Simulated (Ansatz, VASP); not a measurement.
One calculation of B5W, two programs

```
B W
1.0
     0.00000    2.97261    2.97261
     2.97261    0.00000    2.97261
     2.97261    2.97261    0.00000
B W
5 1
Direct
  0.75000 0.75000 0.75000
  0.37597 0.37597 0.87208
  0.37597 0.87208 0.37597
  0.37597 0.37597 0.37597
  0.87208 0.37597 0.37597
  0.00000 0.00000 0.00000
```

Change from the starting cell: species swapped into the ErCu5 type (F-43m, No. 216).

Alike in both runs: task single point; functional PBE; k mesh 6 × 6 × 6; occupations gaussian, width 0.1 eV; no spin polarisation.

|  | VASP | Ansatz |
| --- | --- | --- |
| version | VASP 6.6.1 | Ansatz 0.2.0 |
| potentials or method | VASP PAW PBE potentials, release 64 (B, W_sv), cutoff 520 eV | scalar-relativistic, plane waves, PAW |
| valence electrons in the cell | 29 | 29 |

```tsv
	VASP	Ansatz	Ansatz less VASP
gap on the k mesh at the Fermi level (eV)	none	none	-
rms of the force components (eV/Å)	0.120	0.119	-0.0009
```

Atom by atom the forces differ by 0.001 eV/Å (rms over components). A gap of «none» marks a metal or a gap that the smearing closes. The functional is the same, so the differences come from potentials, cutoffs and numerics.

Neither program's run includes spin-orbit coupling.
